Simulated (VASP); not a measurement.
# C (R-3m) in VASP: single point with PBE

Aim: the single point of C with PBE.

Everything below comes from runs of VASP 6.6.1. Logs are shortened: lines on timing, memory, paths and dates and some standing lists are left out, and cuts for length are marked.

### Step 1. The cell of the first run

It takes space group R-3m (No. 166, trigonal). The conventional cell has a = 2.002 Å, b = 2.002 Å, c = 9.807 Å, α = 90.00°, β = 90.00°, γ = 120.00°. Within 1.9 Å of C (site symmetry 3m) lie 3 C at 1.42 Å.

### Step 2. Single point, PBE

INCAR reads:

```
SYSTEM = C
ALGO = Normal ; EDIFF = 1E-6
ENCUT = 1300 ; GGA = PE
GGA_COMPAT = .FALSE. ; ISIF = 2
ISMEAR = 0 ; LASPH = .TRUE.
LCHARG = .TRUE. ; LELF = .TRUE.
LREAL = .FALSE. ; LVHAR = .TRUE.
LWAVE = .FALSE. ; NBANDS = 11
NELM = 120 ; PREC = Accurate
SIGMA = 0.05
```

KPOINTS reads:

```
k-points
0
G
  12 12 12
  0 0 0
```

POSCAR reads:

```
C
1.0
    0.9436570120      2.3591425301      2.3591425301
    2.3591425301      0.9436570120      2.3591425301
    2.3591425301      2.3591425301      0.9436570120
C
2
Direct
    0.5000000000      0.5000000000      0.5000000000
    0.7500000000      0.7500000000      0.7500000000
```

Potentials or basis: VASP PAW PBE potentials, release 64 (C_h).

On the command line:

```sh
cat potpaw_PBE.64/C_h/POTCAR > POTCAR
mpirun -np 1 vasp_std > vasp.out
```

OUTCAR:

```text
SYSTEM = C
   EDIFF = 1E-6
   ENCUT = 1300
   GGA = PE
   ISIF = 2
   ISMEAR = 0
   LASPH = .TRUE.
   LREAL = .FALSE.
   NELM = 120
   PREC = Accurate

 ion  position               nearest neighbor table
   1  0.500  0.500  0.500-   2 1.42   2 1.42   2 1.42
   2  0.750  0.750  0.750-   1 1.42   1 1.42   1 1.42

  LATTYP: Found a trigonal (rhomboedric) cell.
 ALAT       =     3.4672172575
 COS(alpha) =     0.8333333333

  Lattice vectors:

 A1 = (   0.9436570120,   2.3591425301,   2.3591425301)
 A2 = (   2.3591425301,   0.9436570120,   2.3591425301)
 A3 = (   2.3591425301,   2.3591425301,   0.9436570120)

Analysis of symmetry for initial positions (statically):
=====================================================================
 Subroutine PRICEL returns:
 Original cell was already a primitive cell.

 Routine SETGRP: Setting up the symmetry group for a
 trigonal (rhombohedral) supercell.

 Subroutine GETGRP returns: Found 12 space group operations
 (whereof  6 operations were pure point group operations)
 out of a pool of 12 trial point group operations.

The static configuration has the point symmetry C_3v.
 The point group associated with its full space group is D_3d.

Analysis of symmetry for dynamics (positions and initial velocities):
=====================================================================
 Subroutine PRICEL returns:
 Original cell was already a primitive cell.

 Routine SETGRP: Setting up the symmetry group for a
 trigonal (rhombohedral) supercell.

 Subroutine GETGRP returns: Found 12 space group operations
 (whereof  6 operations were pure point group operations)
 out of a pool of 12 trial point group operations.

The dynamic configuration has the point symmetry C_3v.
 The point group associated with its full space group is D_3d.

 Subroutine INISYM returns: Found 12 space group operations
 (whereof  6 operations are pure point group operations),
 and found     1 'primitive' translations

----------------------------------------------------------------------------------------

                                     Primitive cell

  volume of cell :      11.3443

  direct lattice vectors                    reciprocal lattice vectors
     0.943657012  2.359142530  2.359142530    -0.412108302  0.294363073  0.294363073
     2.359142530  0.943657012  2.359142530     0.294363073 -0.412108302  0.294363073
     2.359142530  2.359142530  0.943657012     0.294363073  0.294363073 -0.412108302

  length of vectors
     3.467217258  3.467217258  3.467217258     0.585775119  0.585775119  0.585775119

  position of ions in fractional coordinates (direct lattice)
     0.500000000  0.500000000  0.500000000
     0.750000000  0.750000000  0.750000000

  ion indices of the primitive-cell ions
   primitive index   ion index
                 1           1
                 2           2

----------------------------------------------------------------------------------------

 KPOINTS: k-points

Automatic generation of k-mesh.
 Grid dimensions read from file:
 generate k-points for:   12   12   12

 Generating k-lattice:

  Cartesian coordinates                     Fractional coordinates (reciprocal lattice)
    -0.034342358  0.024530256  0.024530256     0.083333333  0.000000000  0.000000000
     0.024530256 -0.034342358  0.024530256     0.000000000  0.083333333  0.000000000
     0.024530256  0.024530256 -0.034342358     0.000000000  0.000000000  0.083333333

  Length of vectors
     0.048814593  0.048814593  0.048814593

  Shift w.r.t. Gamma in fractional coordinates (k-lattice)
     0.000000000  0.000000000  0.000000000

 Subroutine IBZKPT returns following result:
 ===========================================

 Found    189 irreducible k-points:

 Following reciprocal coordinates:
            Coordinates               Weight
  0.000000  0.000000  0.000000      1.000000
  0.083333  0.000000  0.000000      6.000000
  0.166667  0.000000  0.000000      6.000000
  0.250000  0.000000  0.000000      6.000000
  0.333333 -0.000000 -0.000000      6.000000
  0.416667  0.000000  0.000000      6.000000
[... 16 lines left out ...]
  0.500000  0.166667  0.000000     12.000000
 -0.416667  0.166667 -0.000000     12.000000
 [... further k-points ...]
   k-points           NKPTS =    189   k-points in BZ     NKDIM =    189   number of bands    NBANDS=     11
   number of dos      NEDOS =    301   number of ions     NIONS =      2
   total plane-waves  NPLWV =  74088
   dimension x,y,z NGX =    42 NGY =   42 NGZ =   42
   dimension x,y,z NGXF=    84 NGYF=   84 NGZF=   84
   ions per type =               2
   NGX,Y,Z   is equivalent  to a cutoff of  20.14, 20.14, 20.14 a.u.
   NGXF,Y,Z  is equivalent  to a cutoff of  40.28, 40.28, 40.28 a.u.
 SYSTEM =  C
   PREC   = accura    normal or accurate (medium, high low for compatibility)
   ISTART =      0    job   : 0-new  1-cont  2-samecut
   ICHARG =      2    charge: 1-file 2-atom 10-const
   ISPIN  =      1    spin polarized calculation?
   LNONCOLLINEAR =      F non collinear calculations
   LSORBIT =      F    spin-orbit coupling
   LASPH  =      T    aspherical Exc in radial PAW
   ENCUT  = 1300.0 eV  95.55 Ry    9.77 a.u.  10.19 10.19 10.19*2*pi/ulx,y,z
   NELM   =    120;   NELMIN=  2; NELMDL= -5     # of ELM steps
   EDIFF  = 0.1E-05   stopping-criterion for ELM
   LREAL  =      F    real-space projection
   EDIFFG = 0.1E-04   stopping-criterion for IOM
   NSW    =      0    number of steps for IOM
   IBRION =     -1    ionic relax: 0-MD 1-quasi-New 2-CG
   NFREE  =      0    steps in history (QN), initial steepest desc. (CG)
   ISIF   =      2    stress and relaxation
   ISYM   =      2    0-nonsym 1-usesym 2-fastsym
   POTIM  = 0.5000    time-step for ionic-motion
   TEBEG  =    0.0;   TEEND  =   0.0 temperature during run
   PSTRESS=    0.0 pullay stress
   NELECT =       8.0000    total number of electrons
   NUPDOWN=      -1.0000    fix difference up-down
   EMIN   =  10.00;   EMAX   =-10.00  energy-range for DOS
   EFERMI =   0.00;   METHOD = LEGACY
   ISMEAR =     0;   SIGMA  =   0.05  broadening in eV -4-tet -1-fermi 0-gaus
   EFERMI_NEDOS =   21; number of points for ismear=-14 and -15
   IALGO  =     38    algorithm
   IMIX   =      4    mixing-type and parameters
     AMIX     =   0.40;   BMIX     =  1.00
     AMIX_MAG =   1.60;   BMIX_MAG =  1.00
  volume/ion in A,a.u.               =       5.67        38.28
  Fermi-wavevector in a.u.,A,eV,Ry     =   1.457178  2.753668 28.890189  2.123369
  Thomas-Fermi vector in A             =   2.574010
   LORBIT       =      0    0 simple, 1 ext, 2 COOP (PROOUT), +10 PAW based schemes
   GGA     = PE    functional components
   LHFCALC =     F    Hartree Fock is set to
   AEXX    =    0.0000 exact exchange contribution
   IVDW    =     0    specifies the selected vdW correction
   LEPSILON=     F    determine dielectric tensor
   LRPA    =     F    only Hartree local field effects (RPA)
 non-spin polarized calculation
 Gauss-broadening in eV      SIGMA  =   0.05
  energy-cutoff  :     1300.00
  volume of cell :       11.34
 maximum number of plane-waves:      1230
 NGX is ok and might be reduce to    42
   NGX = 21   NGY = 21   NGZ = 21

 number of electron       8.0000000 magnetization

 Free energy of the ion-electron system (eV)
  ---------------------------------------------------
  ext. energy  EPLUGINS =         0.00000000
  ---------------------------------------------------
  free energy    TOTEN  =       -10.24408960 eV

  energy without entropy =      -10.24275536  energy(sigma->0) =      -10.24342248

 E-fermi :  10.7361     XC(G=0): -13.2913

 val. band max:       10.7279216586   @ k =  -0.1667  -0.3333   0.0833
 cond. band min:      10.7510325850   @ k =   0.3333   0.1667   0.1667
 fundamental gap:      0.0231109264
 Fermi energy:        10.7361001216

 k-point     1 :       0.0000    0.0000    0.0000
  band No.  band energies     occupation
      1     -14.0856      2.00000
      2       1.1975      2.00000
      3       4.7233      2.00000
      4      14.9745      0.00000
      5      14.9745      0.00000
      6      22.8835      0.00000
      7      22.8835      0.00000
      8      31.6152      0.00000
      9      34.6279      0.00000
     10      43.2606      0.00000
     11      43.5199      0.00000

 k-point     2 :       0.0833    0.0000    0.0000
  band No.  band energies     occupation
      1     -13.8192      2.00000
      2       1.3561      2.00000
      3       5.0914      2.00000
      4      13.7472      0.00000
      5      14.2700      0.00000
      6      22.8564      0.00000
      7      23.4020      0.00000
      8      31.2199      0.00000
      9      34.2162      0.00000
     10      40.6478      0.00000
     11      43.1149      0.00000

 k-point     3 :       0.1667    0.0000    0.0000
  band No.  band energies     occupation
      1     -13.0210      2.00000
      2       1.8217      2.00000
      3       6.1390      2.00000
      4      10.8277      0.00960
      5      12.7744      0.00000
      6      22.4301      0.00000
      7      24.2219      0.00000
      8      29.9222      0.00000
      9      32.5473      0.00000
     10      39.1301      0.00000
     11      42.4117      0.00000

 k-point     4 :       0.2500    0.0000    0.0000
  band No.  band energies     occupation
      1     -11.6952      2.00000
      2       2.3818      2.00000
      3       7.2288      2.00000
      4       8.0238      2.00000
      5      11.2438      0.00000
      6      21.1206      0.00000
      7      24.5482      0.00000
      8      27.8070      0.00000
      9      30.6516      0.00000
     10      38.0475      0.00000
     11      40.1823      0.00000

 k-point     5 :       0.3333   -0.0000   -0.0000
  band No.  band energies     occupation
      1      -9.8508      2.00000
      2       1.4472      2.00000
      3       5.9672      2.00000
      4       9.5951      2.00000
      5      10.0220      2.00000
      6      19.1196      0.00000
      7      24.4112      0.00000
      8      26.0345      0.00000
      9      28.1399      0.00000
     10      36.4283      0.00000
     11      39.6140      0.00000
[... 211 lines left out ...]
 k-point    21 :       0.3333    0.1667   -0.0000
  band No.  band energies     occupation
      1     -10.8517      2.00000
      2       2.2162      2.00000
      3       7.0806      2.00000
      4       7.8731      2.00000
      5      10.2202      2.00000
      6      21.5163      0.00000
      7      22.5173      0.00000
      8      29.3277      0.00000
      9      31.1389      0.00000
     10      35.6650      0.00000
     11      37.9088      0.00000

 k-point    22 :       0.4167    0.1667    0.0000
  band No.  band energies     occupation
      1      -9.0063      2.00000
      2       1.8120      2.00000
      3       5.4095      2.00000
      4       6.6346      2.00000
      5      11.6204      0.00000
      6      20.1599      0.00000
      7      21.1381      0.00000
      8      28.3156      0.00000
      9      30.5921      0.00000
     10      34.9437      0.00000
     11      37.1253      0.00000

 k-point    23 :       0.5000    0.1667    0.0000
  band No.  band energies     occupation
      1      -6.6694      2.00000
      2      -0.8984      2.00000
      3       4.8993      2.00000
      4       7.3525      2.00000
      5      12.1679      0.00000
      6      18.3988      0.00000
      7      21.5757      0.00000
      8      24.8766      0.00000
      9      30.6557      0.00000
     10      35.5267      0.00000
     11      37.3695      0.00000

 k-point    24 :      -0.4167    0.1667   -0.0000
  band No.  band energies     occupation
      1      -4.0437      2.00000
      2      -3.8317      2.00000
      3       4.7428      2.00000
      4       8.8639      2.00000
      5      11.1467      0.00000
      6      17.5909      0.00000
      7      21.9699      0.00000
      8      23.7282      0.00000
      9      30.5623      0.00000
     10      35.8255      0.00000
     11      37.7200      0.00000

 [... further k-points ...]
[... 5 lines left out ...]
  --------------------------------------------------------------------------------------
  -------------------------------------------------------------------------------------
  Total       10.4977924     10.4977924     10.4977924     -7.0636702     -7.0636702     -7.0636702
  in kB     1482.6282837   1482.6282837   1482.6282837   -997.6190068   -997.6190068   -997.6190068
  external PRESSURE =    1482.6282837 kB  Pullay stress =       0.0000000 kB

 VOLUME and BASIS-vectors are now :
 -----------------------------------------------------------------------------
  energy-cutoff  :     1300.00
  volume of cell :       11.34
      direct lattice vectors                 reciprocal lattice vectors
     0.943657012  2.359142530  2.359142530    -0.412108302  0.294363073  0.294363073
     2.359142530  0.943657012  2.359142530     0.294363073 -0.412108302  0.294363073
     2.359142530  2.359142530  0.943657012     0.294363073  0.294363073 -0.412108302

 POSITION                                       TOTAL-FORCE (eV/Angst)
 -----------------------------------------------------------------------------------
      2.83097      2.83097      2.83097        -0.139861     -0.139861     -0.139861
      4.24646      4.24646      4.24646         0.139861      0.139861      0.139861
 -----------------------------------------------------------------------------------
    total drift:                               -0.000000     -0.000000     -0.000000

  FREE ENERGIE OF THE ION-ELECTRON SYSTEM (eV)
  ---------------------------------------------------
  free  energy   TOTEN  =       -10.2440895993 eV

  energy  without entropy=      -10.2427553650  energy(sigma->0) =      -10.24342248
```

Run time: 2.8 min. Hardware: 1 thread of Intel Xeon Platinum 8259CL at 2.50GHz (Skylake/Cascade Lake), shared host; peak memory 0.26 GiB.

Results:

```yaml
Free_energy: -10.2441 eV
Pressure: 148.3 GPa
Largest_force: 0.242 eV/Å
Band_gap_on_the_k_mesh: zero (bands 4 and 5 overlap by 6.67 eV)
```

Forces on the atoms (eV/Å):
```
C   -0.140 -0.140 -0.140
C    0.140  0.140  0.140
```

Caveat: the cell stands under pressure; this functional lacks dispersion, which binds layers or chains, so the pressure and a relaxed spacing across them are unreliable.

The gap in the log of VASP goes by the Fermi energy; the results here count the filled bands.